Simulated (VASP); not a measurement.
# SbSe3 (R3m) in VASP: single point with PBE

Aim: the single point of SbSe3 with PBE.

Program: VASP 6.6.1. These are calculated values, not measurements. Logs are shortened: lines on timing, memory, paths and dates and some standing lists are left out, and cuts for length are marked.

### Step 1. The cell of the first run

It takes space group R3m (No. 160, trigonal). The conventional cell has a = 3.948 Å, b = 3.948 Å, c = 22.125 Å, α = 90.00°, β = 90.00°, γ = 120.00°. Sb (site symmetry 3m) has 7 Se at 2.87 to 3.78 Å within 3.8 Å. Within 3.9 Å of Se (site symmetry 3m) lie 6 Se at 2.94 to 3.02 Å and 1 Sb at 3.78 Å. Se (site symmetry 3m) has 3 Sb at 2.91 Å and 3 Se at 3.02 Å within 3.8 Å. Se (site symmetry 3m) has 3 Sb at 2.87 Å and 3 Se at 2.94 Å within 3.8 Å.

### Step 2. Single point, PBE

INCAR reads:

```
  PREC = Accurate
  ENCUT = 520
  EDIFF = 1E-6
  ISMEAR = 0
  SIGMA = 0.1
  LREAL = False
  LASPH = True
  NELM = 60
  ALGO = Normal
  ISIF = 2
  LWAVE = False
  LCHARG = False
  GGA = PE
  NBANDS = 20
```

KPOINTS reads:

```
Automatic mesh
0
Gamma
  12 12 12
```

POSCAR reads:

```
SbSe3
1.0
    1.9738020600      1.1395751507      7.3748923171
   -1.9738020600      1.1395751507      7.3748923171
    0.0000000000     -2.2791503014      7.3748923171
Sb Se
1 3
Direct
    0.3931179464      0.3931179464      0.3931179464
    0.2221707142      0.2221707142      0.2221707142
    0.9780885574      0.9780885574      0.9780885574
    0.8051217820      0.8051217820      0.8051217820
```

Potentials or basis: VASP PAW PBE potentials, release 64 (Sb, Se).

Started as:

```bash
cat potpaw_PBE.64/Sb/POTCAR potpaw_PBE.64/Se/POTCAR > POTCAR
mpirun -np 1 vasp_std > vasp.out
```

OUTCAR:

```text
PREC = Accurate
   ENCUT = 520
   EDIFF = 1E-6
   ISMEAR = 0
   LREAL = False
   LASPH = True
   NELM = 60
   ISIF = 2
   GGA = PE

 ion  position               nearest neighbor table
   1  0.393  0.393  0.393-   4 2.87   4 2.87   4 2.87   3 2.91   3 2.91   3 2.91
   2  0.222  0.222  0.222-
   3  0.978  0.978  0.978-   1 2.91   1 2.91   1 2.91
   4  0.805  0.805  0.805-   1 2.87   1 2.87   1 2.87

  LATTYP: Found a trigonal (rhomboedric) cell.
 ALAT       =     7.7190389807
 COS(alpha) =     0.8692292172

  Lattice vectors:

 A1 = (   1.9738020600,   1.1395751507,   7.3748923171)
 A2 = (  -1.9738020600,   1.1395751507,   7.3748923171)
 A3 = (   0.0000000000,  -2.2791503014,   7.3748923171)

Analysis of symmetry for initial positions (statically):
=====================================================================
 Subroutine PRICEL returns:
 Original cell was already a primitive cell.

 Routine SETGRP: Setting up the symmetry group for a
 trigonal (rhombohedral) supercell.

 Subroutine GETGRP returns: Found  6 space group operations
 (whereof  6 operations were pure point group operations)
 out of a pool of 12 trial point group operations.

The static configuration has the point symmetry C_3v.

Analysis of symmetry for dynamics (positions and initial velocities):
=====================================================================
 Subroutine PRICEL returns:
 Original cell was already a primitive cell.

 Routine SETGRP: Setting up the symmetry group for a
 trigonal (rhombohedral) supercell.

 Subroutine GETGRP returns: Found  6 space group operations
 (whereof  6 operations were pure point group operations)
 out of a pool of 12 trial point group operations.

The dynamic configuration has the point symmetry C_3v.

 Subroutine INISYM returns: Found  6 space group operations
 (whereof  6 operations are pure point group operations),
 and found     1 'primitive' translations

----------------------------------------------------------------------------------------

                                     Primitive cell

  volume of cell :      99.5299

  direct lattice vectors                    reciprocal lattice vectors
     1.973802060  1.139575151  7.374892317     0.253318208  0.146253335  0.045198400
    -1.973802060  1.139575151  7.374892317    -0.253318208  0.146253335  0.045198400
     0.000000000 -2.279150301  7.374892317     0.000000000 -0.292506671  0.045198400

  length of vectors
     7.719038981  7.719038981  7.719038981     0.295978120  0.295978120  0.295978120

  position of ions in fractional coordinates (direct lattice)
     0.393117946  0.393117946  0.393117946
     0.222170714  0.222170714  0.222170714
     0.978088557  0.978088557  0.978088557
     0.805121782  0.805121782  0.805121782

  ion indices of the primitive-cell ions
   primitive index   ion index
                 1           1
                 2           2
                 3           3
                 4           4

----------------------------------------------------------------------------------------

 KPOINTS: Automatic mesh

Automatic generation of k-mesh.
 Grid dimensions read from file:
 generate k-points for:   12   12   12

 Generating k-lattice:

  Cartesian coordinates                     Fractional coordinates (reciprocal lattice)
     0.021109851  0.012187778  0.003766533     0.083333333  0.000000000  0.000000000
    -0.021109851  0.012187778  0.003766533     0.000000000  0.083333333  0.000000000
     0.000000000 -0.024375556  0.003766533     0.000000000  0.000000000  0.083333333

  Length of vectors
     0.024664843  0.024664843  0.024664843

  Shift w.r.t. Gamma in fractional coordinates (k-lattice)
     0.000000000  0.000000000  0.000000000

 Subroutine IBZKPT returns following result:
 ===========================================

 Found    189 irreducible k-points:

 Following reciprocal coordinates:
            Coordinates               Weight
  0.000000  0.000000  0.000000      1.000000
  0.083333  0.000000  0.000000      6.000000
  0.166667  0.000000  0.000000      6.000000
  0.250000  0.000000 -0.000000      6.000000
  0.333333  0.000000  0.000000      6.000000
  0.416667  0.000000 -0.000000      6.000000
[... 16 lines left out ...]
  0.500000  0.166667 -0.000000     12.000000
 -0.416667  0.166667  0.000000     12.000000
 [... further k-points ...]
   k-points           NKPTS =    189   k-points in BZ     NKDIM =    189   number of bands    NBANDS=     20
   number of dos      NEDOS =    301   number of ions     NIONS =      4
   total plane-waves  NPLWV = 216000
   dimension x,y,z NGX =    60 NGY =   60 NGZ =   60
   dimension x,y,z NGXF=   120 NGYF=  120 NGZF=  120
   ions per type =               1   3
   NGX,Y,Z   is equivalent  to a cutoff of  12.92, 12.92, 12.92 a.u.
   NGXF,Y,Z  is equivalent  to a cutoff of  25.84, 25.84, 25.84 a.u.
 SYSTEM =  unknown system
   PREC   = accura    normal or accurate (medium, high low for compatibility)
   ISTART =      0    job   : 0-new  1-cont  2-samecut
   ICHARG =      2    charge: 1-file 2-atom 10-const
   ISPIN  =      1    spin polarized calculation?
   LNONCOLLINEAR =      F non collinear calculations
   LSORBIT =      F    spin-orbit coupling
   LASPH  =      T    aspherical Exc in radial PAW
   ENCUT  =  520.0 eV  38.22 Ry    6.18 a.u.  14.35 14.35 14.35*2*pi/ulx,y,z
   NELM   =     60;   NELMIN=  2; NELMDL= -5     # of ELM steps
   EDIFF  = 0.1E-05   stopping-criterion for ELM
   LREAL  =      F    real-space projection
   EDIFFG = 0.1E-04   stopping-criterion for IOM
   NSW    =      0    number of steps for IOM
   IBRION =     -1    ionic relax: 0-MD 1-quasi-New 2-CG
   NFREE  =      0    steps in history (QN), initial steepest desc. (CG)
   ISIF   =      2    stress and relaxation
   ISYM   =      2    0-nonsym 1-usesym 2-fastsym
   POTIM  = 0.5000    time-step for ionic-motion
   TEBEG  =    0.0;   TEEND  =   0.0 temperature during run
   PSTRESS=    0.0 pullay stress
   NELECT =      23.0000    total number of electrons
   NUPDOWN=      -1.0000    fix difference up-down
   EMIN   =  10.00;   EMAX   =-10.00  energy-range for DOS
   EFERMI =   0.00;   METHOD = LEGACY
   ISMEAR =     0;   SIGMA  =   0.10  broadening in eV -4-tet -1-fermi 0-gaus
   EFERMI_NEDOS =   21; number of points for ismear=-14 and -15
   IALGO  =     38    algorithm
   IMIX   =      4    mixing-type and parameters
     AMIX     =   0.40;   BMIX     =  1.00
     AMIX_MAG =   1.60;   BMIX_MAG =  1.00
  volume/ion in A,a.u.               =      24.88       167.92
  Fermi-wavevector in a.u.,A,eV,Ry     =   1.004615  1.898447 13.731694  1.009251
  Thomas-Fermi vector in A             =   2.137242
   LORBIT       =      0    0 simple, 1 ext, 2 COOP (PROOUT), +10 PAW based schemes
   GGA     = PE    functional components
   LHFCALC =     F    Hartree Fock is set to
   AEXX    =    0.0000 exact exchange contribution
   IVDW    =     0    specifies the selected vdW correction
   LEPSILON=     F    determine dielectric tensor
   LRPA    =     F    only Hartree local field effects (RPA)
 non-spin polarized calculation
 Gauss-broadening in eV      SIGMA  =   0.10
  energy-cutoff  :      520.00
  volume of cell :       99.53
 maximum number of plane-waves:      2722
 NGX is ok and might be reduce to    60
   NGX = 29   NGY = 29   NGZ = 29

 number of electron      23.0000000 magnetization

 Free energy of the ion-electron system (eV)
  ---------------------------------------------------
  ext. energy  EPLUGINS =         0.00000000
  ---------------------------------------------------
  free energy    TOTEN  =       -14.13723985 eV

  energy without entropy =      -14.12367362  energy(sigma->0) =      -14.13045674

 E-fermi :   5.0467     XC(G=0):  -9.7204

 val. band max:        5.0436540660   @ k =  -0.3333   0.1667   0.0833
 cond. band min:       5.0490034902   @ k =  -0.4167   0.4167   0.4167
 fundamental gap:      0.0053494242
 Fermi energy:         5.0466638166

 k-point     1 :       0.0000    0.0000    0.0000
  band No.  band energies     occupation
      1      -9.9604      2.00000
      2      -8.4165      2.00000
      3      -7.2546      2.00000
      4      -2.9609      2.00000
      5       1.4734      2.00000
      6       2.6154      2.00000
[... 12 lines left out ...]
     19      12.1334      0.00000
     20      12.2643      0.00000

 k-point     2 :       0.0833    0.0000    0.0000
  band No.  band energies     occupation
      1      -9.8969      2.00000
      2      -8.3866      2.00000
      3      -7.2146      2.00000
      4      -3.0634      2.00000
      5       1.5059      2.00000
      6       2.4479      2.00000
[... 12 lines left out ...]
     19      12.2147      0.00000
     20      12.7289      0.00000

 k-point     3 :       0.1667    0.0000    0.0000
  band No.  band energies     occupation
      1      -9.7102      2.00000
      2      -8.3011      2.00000
      3      -7.1125      2.00000
      4      -3.3393      2.00000
      5       1.3249      2.00000
      6       1.8909      2.00000
[... 12 lines left out ...]
     19      12.5139      0.00000
     20      12.7150      0.00000

 k-point     4 :       0.2500    0.0000   -0.0000
  band No.  band energies     occupation
      1      -9.4134      2.00000
      2      -8.1757      2.00000
      3      -7.0050      2.00000
      4      -3.6961      2.00000
      5       0.4705      2.00000
      6       1.3719      2.00000
[... 429 lines left out ...]
 k-point    23 :       0.5000    0.1667   -0.0000
  band No.  band energies     occupation
      1      -8.4800      2.00000
      2      -7.9337      2.00000
      3      -7.1347      2.00000
      4      -4.1935      2.00000
      5      -0.6064      2.00000
      6      -0.0084      2.00000
[... 12 lines left out ...]
     19      12.6170      0.00000
     20      14.2554      0.00000

 k-point    24 :      -0.4167    0.1667    0.0000
  band No.  band energies     occupation
      1      -8.3087      2.00000
      2      -7.8714      2.00000
      3      -7.2454      2.00000
      4      -4.2524      2.00000
      5      -0.8350      2.00000
      6      -0.0109      2.00000
[... 12 lines left out ...]
     19      13.7041      0.00000
     20      14.2972      0.00000

 [... further k-points ...]

------------------------ aborting loop because EDIFF is reached ----------------------------------------

  FORCE on cell =-STRESS in cart. coord.  units (eV):
  Direction    XX          YY          ZZ          XY          YZ          ZX
  --------------------------------------------------------------------------------------
  -------------------------------------------------------------------------------------
  Total       -0.0283985     -0.0283985     -0.0340953      0.0000000     -0.0000000      0.0000000
  in kB       -0.4571433     -0.4571433     -0.5488472      0.0000000     -0.0000000      0.0000000
  external PRESSURE =      -0.4877112 kB  Pullay stress =       0.0000000 kB

 VOLUME and BASIS-vectors are now :
 -----------------------------------------------------------------------------
  energy-cutoff  :      520.00
  volume of cell :       99.53
      direct lattice vectors                 reciprocal lattice vectors
     1.973802060  1.139575151  7.374892317     0.253318208  0.146253335  0.045198400
    -1.973802060  1.139575151  7.374892317    -0.253318208  0.146253335  0.045198400
     0.000000000 -2.279150301  7.374892317     0.000000000 -0.292506671  0.045198400

 POSITION                                       TOTAL-FORCE (eV/Angst)
 -----------------------------------------------------------------------------------
      0.00000      0.00000      8.69761         0.000000     -0.000000     -0.002663
      0.00000      0.00000      4.91546         0.000000     -0.000000      0.000166
      0.00000      0.00000     21.63989         0.000000      0.000000      0.006118
      0.00000      0.00000     17.81306         0.000000     -0.000000     -0.003620
 -----------------------------------------------------------------------------------
    total drift:                               -0.000000     -0.000000     -0.000238

  FREE ENERGIE OF THE ION-ELECTRON SYSTEM (eV)
  ---------------------------------------------------
  free  energy   TOTEN  =       -14.1372398484 eV

  energy  without entropy=      -14.1236736246  energy(sigma->0) =      -14.13045674
```

Run time: 12 min. Hardware: 1 thread of AMD EPYC 9R14 (Zen 4), shared host; peak memory 0.67 GiB.

Results:

```
Free energy   : -14.1372 eV
Pressure      : 0.0 GPa
Largest force : 0.006 eV/Å
```

Forces on the atoms (eV/Å):
```
Sb   0.000  0.000 -0.003
Se   0.000  0.000  0.000
Se   0.000  0.000  0.006
Se   0.000  0.000 -0.004
```

Levels at points of the mesh, in eV from the Fermi level:
```
           k point  band 10  band 11  band 12  band 13  band 14  band 15
(0.00, 0.00, 0.00)    -0.71    -0.47    -0.41    -0.41     2.00     2.00
(0.50, 0.00, 0.00)    -2.15    -0.67    -0.46     0.45     2.45     2.80
(0.50, 0.50, 0.00)    -1.94    -0.96     0.02     0.48     2.58     3.45
(0.50, 0.50, 0.50)    -1.91    -0.08    -0.08     1.27     1.64     1.95
```

Caveat: spin-orbit coupling is left out, which moves the levels of the heavy elements.
